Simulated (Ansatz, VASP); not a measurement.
BN in VASP and in Ansatz

```
B N
1.0
     2.51575    0.00000    0.00000
    -1.25788    2.17870    0.00000
     0.00000    0.00000    4.23140
B N
2 2
Cartesian
  0.0000 1.4525 -0.0005
  1.2579 0.7262 2.1152
  0.0000 1.4525 1.5830
  1.2579 0.7262 3.6987
```

Change from the starting cell: strained cell.

Alike in both runs: functional PBE; k mesh 9 × 9 × 6; occupations gaussian, width 0.02 eV; no spin polarisation.

Ansatz relaxed the structure, and its values are those at the end. VASP's run is a single point on that final structure, the one shown.

```csv
,VASP,Ansatz
version,VASP 6.6.1,Ansatz 0.2.0
potentials or method,"VASP PAW PBE potentials, release 64 (B, N), cutoff 520 eV","scalar-relativistic, plane waves, PAW"
valence electrons in the cell,16,16
```

VASP gave:

| Item | Value |
| --- | --- |
| gap on the k mesh at the Fermi level (eV) | 5.08 |
| least direct gap on the mesh (eV) | 8.17 |
| pressure (GPa) | 11.7 |
| rms of the force components (eV/Å) | 0.005 |

Q: Which values does Ansatz return?

A: gap on the k mesh at the Fermi level (eV): 5.09; least direct gap on the mesh (eV): 8.17; pressure (GPa): 11.2; rms of the force components (eV/Å): 0.000.

Ansatz's warnings: stress scf threshold loose.
